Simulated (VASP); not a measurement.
# Sn (C2/m) in VASP: single point with PBE

Aim: the single point of Sn with PBE.

Program: VASP 6.6.1. These are calculated values, not measurements. Logs are shortened: lines on timing, memory, paths and dates and some standing lists are left out, and cuts for length are marked.

## 1. The cell of the first run

It takes space group C2/m (No. 12, monoclinic). The conventional cell has a = 6.624 Å, b = 5.880 Å, c = 3.199 Å, α = 90.00°, β = 117.43°, γ = 90.00°. Within 4.0 Å of Sn (site symmetry m) lie 10 Sn at 3.03 to 3.84 Å.

## 2. Single point, PBE (strain +0.0250 x Voigt [0, 0, 0, 0, 1, 0])

Contents of INCAR:

```
  PREC = Accurate
  ENCUT = 520
  EDIFF = 1E-7
  ISMEAR = 0
  SIGMA = 0.15
  LREAL = F
  LASPH = T
  NELM = 60
  ALGO = Fast
  ISIF = 2
  LWAVE = F
  LCHARG = F
  GGA = PE
  NBANDS = 21
```

Contents of KPOINTS:

```
Automatic mesh
0
Gamma
  16 16 16
```

Contents of POSCAR:

```
Sn
1.0
   -2.9201491804      2.9401404553      1.5625502332
    2.9601317302     -2.9401404553      1.6360537446
    2.9201491804      2.9401404553     -1.5625502332
Sn
2
Direct
    0.7500000000      0.2500000000      0.5000000000
    0.0000000000      0.0000000000      0.0000000000
```

Potentials or basis: VASP PAW PBE potentials, release 64 (Sn_d).

The run is started by

```
> cat potpaw_PBE.64/Sn_d/POTCAR > POTCAR
> mpirun -np 1 vasp_std > vasp.out
```

OUTCAR:

```text
PREC = Accurate
   ENCUT = 520
   EDIFF = 1E-7
   ISMEAR = 0
   LREAL = F
   LASPH = T
   NELM = 60
   ISIF = 2
   GGA = PE

 ion  position               nearest neighbor table
   1  0.750  0.250  0.500-   2 3.03   2 3.05   2 3.05   2 3.07   2 3.75
   2  0.000  0.000  0.000-   1 3.03   1 3.05   1 3.05   1 3.07   1 3.75

  LATTYP: Found a base centered monoclinic cell.
 ALAT       =     6.6238461537
 B/A-ratio  =     0.8877441858
 C/A-ratio  =     0.4829299752
 COS(beta)  =    -0.4607381042

  Lattice vectors:

 A1 = (   2.9201491804,  -2.9401404553,  -1.5625502332)
 A2 = (   2.9201491804,   2.9401404553,  -1.5625502332)
 A3 = (   0.0399825498,   0.0000000000,   3.1986039778)

Analysis of symmetry for initial positions (statically):
=====================================================================
 Subroutine PRICEL returns:
 Original cell was already a primitive cell.

 Routine SETGRP: Setting up the symmetry group for a
 base centered monoclinic supercell.

 Subroutine GETGRP returns: Found  4 space group operations
 (whereof  2 operations were pure point group operations)
 out of a pool of  4 trial point group operations.

The static configuration has the point symmetry C_1h.
 The point group associated with its full space group is C_2h.

Analysis of symmetry for dynamics (positions and initial velocities):
=====================================================================
 Subroutine PRICEL returns:
 Original cell was already a primitive cell.

 Routine SETGRP: Setting up the symmetry group for a
 base centered monoclinic supercell.

 Subroutine GETGRP returns: Found  4 space group operations
 (whereof  2 operations were pure point group operations)
 out of a pool of  4 trial point group operations.

The dynamic configuration has the point symmetry C_1h.
 The point group associated with its full space group is C_2h.

 Subroutine INISYM returns: Found  4 space group operations
 (whereof  2 operations are pure point group operations),
 and found     1 'primitive' translations

----------------------------------------------------------------------------------------

                                     Primitive cell

  volume of cell :      55.2915

  direct lattice vectors                    reciprocal lattice vectors
    -2.920149180  2.940140455  1.562550233    -0.003908566  0.170059903  0.312685247
     2.960131730 -2.940140455  1.636053745     0.166177913  0.000000000  0.310559166
     2.920149180  2.940140455 -1.562550233     0.170086479  0.170059903 -0.002126081

  length of vectors
     4.428686076  4.481459317  4.428686076     0.355960266  0.352224494  0.240529210

  position of ions in fractional coordinates (direct lattice)
     0.750000000  0.250000000  0.500000000
     0.000000000  0.000000000  0.000000000

  ion indices of the primitive-cell ions
   primitive index   ion index
                 1           1
                 2           2

----------------------------------------------------------------------------------------

 KPOINTS: Automatic mesh

Automatic generation of k-mesh.
 Grid dimensions read from file:
 generate k-points for:   16   16   16

 Generating k-lattice:

  Cartesian coordinates                     Fractional coordinates (reciprocal lattice)
    -0.000244285  0.010628744  0.019542828     0.062500000  0.000000000  0.000000000
     0.010386120  0.000000000  0.019409948     0.000000000  0.062500000  0.000000000
     0.010630405  0.010628744 -0.000132880     0.000000000 -0.000000000  0.062500000

  Length of vectors
     0.022247517  0.022014031  0.015033076

  Shift w.r.t. Gamma in fractional coordinates (k-lattice)
     0.000000000  0.000000000  0.000000000

 Subroutine IBZKPT returns following result:
 ===========================================

 Found   1098 irreducible k-points:

 Following reciprocal coordinates:
            Coordinates               Weight
  0.000000  0.000000  0.000000      1.000000
  0.062500  0.000000  0.000000      4.000000
  0.125000  0.000000  0.000000      4.000000
  0.187500  0.000000  0.000000      4.000000
  0.250000  0.000000  0.000000      4.000000
  0.312500  0.000000  0.000000      4.000000
[... 16 lines left out ...]
 -0.187500  0.062500  0.000000      4.000000
 -0.125000  0.062500  0.000000      4.000000
 [... further k-points ...]
   k-points           NKPTS =   1098   k-points in BZ     NKDIM =   1098   number of bands    NBANDS=     21
   number of dos      NEDOS =    301   number of ions     NIONS =      2
   total plane-waves  NPLWV =  46656
   dimension x,y,z NGX =    36 NGY =   36 NGZ =   36
   dimension x,y,z NGXF=    72 NGYF=   72 NGZF=   72
   ions per type =               2
   NGX,Y,Z   is equivalent  to a cutoff of  13.51, 13.35, 13.51 a.u.
   NGXF,Y,Z  is equivalent  to a cutoff of  27.03, 26.71, 27.03 a.u.
 SYSTEM =  unknown system
   PREC   = accura    normal or accurate (medium, high low for compatibility)
   ISTART =      0    job   : 0-new  1-cont  2-samecut
   ICHARG =      2    charge: 1-file 2-atom 10-const
   ISPIN  =      1    spin polarized calculation?
   LNONCOLLINEAR =      F non collinear calculations
   LSORBIT =      F    spin-orbit coupling
   LASPH  =      T    aspherical Exc in radial PAW
   ENCUT  =  520.0 eV  38.22 Ry    6.18 a.u.   8.23  8.33  8.23*2*pi/ulx,y,z
   NELM   =     60;   NELMIN=  2; NELMDL= -5     # of ELM steps
   EDIFF  = 0.1E-06   stopping-criterion for ELM
   LREAL  =      F    real-space projection
   EDIFFG = 0.1E-05   stopping-criterion for IOM
   NSW    =      0    number of steps for IOM
   IBRION =     -1    ionic relax: 0-MD 1-quasi-New 2-CG
   NFREE  =      0    steps in history (QN), initial steepest desc. (CG)
   ISIF   =      2    stress and relaxation
   ISYM   =      2    0-nonsym 1-usesym 2-fastsym
   POTIM  = 0.5000    time-step for ionic-motion
   TEBEG  =    0.0;   TEEND  =   0.0 temperature during run
   PSTRESS=    0.0 pullay stress
   NELECT =      28.0000    total number of electrons
   NUPDOWN=      -1.0000    fix difference up-down
   EMIN   =  10.00;   EMAX   =-10.00  energy-range for DOS
   EFERMI =   0.00;   METHOD = LEGACY
   ISMEAR =     0;   SIGMA  =   0.15  broadening in eV -4-tet -1-fermi 0-gaus
   EFERMI_NEDOS =   21; number of points for ismear=-14 and -15
   IALGO  =     68    algorithm
   IMIX   =      4    mixing-type and parameters
     AMIX     =   0.40;   BMIX     =  1.00
     AMIX_MAG =   1.60;   BMIX_MAG =  1.00
  volume/ion in A,a.u.               =      27.65       186.56
  Fermi-wavevector in a.u.,A,eV,Ry     =   1.304892  2.465888 23.167229  1.702743
  Thomas-Fermi vector in A             =   2.435798
   LORBIT       =      0    0 simple, 1 ext, 2 COOP (PROOUT), +10 PAW based schemes
   GGA     = PE    functional components
   LHFCALC =     F    Hartree Fock is set to
   AEXX    =    0.0000 exact exchange contribution
   IVDW    =     0    specifies the selected vdW correction
   LEPSILON=     F    determine dielectric tensor
   LRPA    =     F    only Hartree local field effects (RPA)
 non-spin polarized calculation
 RMM-DIIS sequential band-by-band and
 Gauss-broadening in eV      SIGMA  =   0.15
  energy-cutoff  :      520.00
  volume of cell :       55.29
 maximum number of plane-waves:      1510
 NGX is ok and might be reduce to    36
   NGX = 17   NGY = 17   NGZ = 17

 number of electron      27.9999992 magnetization

 Free energy of the ion-electron system (eV)
  ---------------------------------------------------
  ext. energy  EPLUGINS =         0.00000000
  ---------------------------------------------------
  free energy    TOTEN  =        -7.60926012 eV

  energy without entropy =       -7.59906372  energy(sigma->0) =       -7.60416192

 E-fermi :   7.7604     XC(G=0): -10.2180

 val. band max:        7.7600941668   @ k =   0.1875  -0.1250   0.0625
 cond. band min:       7.7605103908   @ k =   0.2500   0.0000   0.1875
 fundamental gap:      0.0004162240
 Fermi energy:         7.7604482371

 k-point     1 :       0.0000    0.0000    0.0000
  band No.  band energies     occupation
      1     -13.8828      2.00000
      2     -13.8060      2.00000
      3     -13.7624      2.00000
      4     -13.7532      2.00000
      5     -13.6115      2.00000
      6     -13.6113      2.00000
[... 13 lines left out ...]
     20      17.4933      0.00000
     21      18.1453      0.00000

 k-point     2 :       0.0625    0.0000    0.0000
  band No.  band energies     occupation
      1     -13.8805      2.00000
      2     -13.7984      2.00000
      3     -13.7597      2.00000
      4     -13.7443      2.00000
      5     -13.6171      2.00000
      6     -13.6165      2.00000
[... 13 lines left out ...]
     20      17.3857      0.00000
     21      17.7144      0.00000

 k-point     3 :       0.1250    0.0000    0.0000
  band No.  band energies     occupation
      1     -13.8735      2.00000
      2     -13.7774      2.00000
      3     -13.7521      2.00000
      4     -13.7209      2.00000
      5     -13.6303      2.00000
      6     -13.6247      2.00000
[... 13 lines left out ...]
     20      16.4129      0.00000
     21      16.5567      0.00000

 k-point     4 :       0.1875    0.0000    0.0000
  band No.  band energies     occupation
      1     -13.8623      2.00000
      2     -13.7488      2.00000
      3     -13.7406      2.00000
      4     -13.6944      2.00000
      5     -13.6472      2.00000
      6     -13.6256      2.00000
[... 13 lines left out ...]
     20      15.5565      0.00000
     21      16.1108      0.00000

 k-point     5 :       0.2500    0.0000    0.0000
  band No.  band energies     occupation
      1     -13.8488      2.00000
      2     -13.7278      2.00000
      3     -13.7234      2.00000
      4     -13.6847      2.00000
      5     -13.6642      2.00000
      6     -13.6258      2.00000
[... 13 lines left out ...]
     20      14.9015      0.00000
     21      16.3087      0.00000
[... 382 lines left out ...]
     20      15.2935      0.00000
     21      16.0605      0.00000

 k-point    22 :      -0.2500    0.0625    0.0000
  band No.  band energies     occupation
      1     -13.8522      2.00000
      2     -13.7524      2.00000
      3     -13.7322      2.00000
      4     -13.7059      2.00000
      5     -13.6468      2.00000
      6     -13.6197      2.00000
[... 13 lines left out ...]
     20      15.8484      0.00000
     21      15.9999      0.00000

 k-point    23 :      -0.1875    0.0625    0.0000
  band No.  band energies     occupation
      1     -13.8650      2.00000
      2     -13.7795      2.00000
      3     -13.7449      2.00000
      4     -13.7280      2.00000
      5     -13.6316      2.00000
      6     -13.6188      2.00000
[... 13 lines left out ...]
     20      16.4456      0.00000
     21      16.7231      0.00000

 k-point    24 :      -0.1250    0.0625    0.0000
  band No.  band energies     occupation
      1     -13.8745      2.00000
      2     -13.7996      2.00000
      3     -13.7546      2.00000
      4     -13.7483      2.00000
      5     -13.6196      2.00000
      6     -13.6135      2.00000
[... 13 lines left out ...]
     20      17.4672      0.00000
     21      17.6554      0.00000

 [... further k-points ...]

------------------------ aborting loop because EDIFF is reached ----------------------------------------

  FORCE on cell =-STRESS in cart. coord.  units (eV):
  Direction    XX          YY          ZZ          XY          YZ          ZX
  --------------------------------------------------------------------------------------
  -------------------------------------------------------------------------------------
  Total        0.5474840      0.5189359      0.3232909      0.0000000      0.0000000     -0.2248965
  in kB       15.8643846     15.0371515      9.3679657      0.0000000      0.0000000     -6.5168018
  external PRESSURE =      13.4231673 kB  Pullay stress =       0.0000000 kB

 VOLUME and BASIS-vectors are now :
 -----------------------------------------------------------------------------
  energy-cutoff  :      520.00
  volume of cell :       55.29
      direct lattice vectors                 reciprocal lattice vectors
    -2.920149180  2.940140455  1.562550233    -0.003908566  0.170059903  0.312685247
     2.960131730 -2.940140455  1.636053745     0.166177913  0.000000000  0.310559166
     2.920149180  2.940140455 -1.562550233     0.170086479  0.170059903 -0.002126081

 POSITION                                       TOTAL-FORCE (eV/Angst)
 -----------------------------------------------------------------------------------
      0.01000      2.94014      0.79965         0.048683      0.000000     -0.001387
      0.00000      0.00000      0.00000        -0.048683     -0.000000      0.001387
 -----------------------------------------------------------------------------------
    total drift:                               -0.000000      0.000000     -0.000000

  FREE ENERGIE OF THE ION-ELECTRON SYSTEM (eV)
  ---------------------------------------------------
  free  energy   TOTEN  =        -7.6092601225 eV

  energy  without entropy=       -7.5990637161  energy(sigma->0) =       -7.60416192
```

Wall time 12 min (1 thread of Intel Xeon 6975P-C (Granite Rapids), shared host); peak memory 1 GiB.

Results:

- Free energy: -7.6093 eV
- Pressure: 1.3 GPa
- Largest force: 0.049 eV/Å
- Band gap on the k mesh: zero (bands 14 and 15 overlap by 4.21 eV)

Forces in eV/Å, atoms in the order of the input:
```
Sn   0.049  0.000 -0.001
Sn  -0.049  0.000  0.001
```

Stress tensor (GPa, compression positive):
```
 1.59  0.00 -0.65
 0.00  1.50  0.00
-0.65  0.00  0.94
```

Caveat: the cell differs from its parent crystal (strain +0.0250 x Voigt [0, 0, 0, 0, 1, 0]); spin-orbit coupling is left out, which moves the levels of the heavy elements.
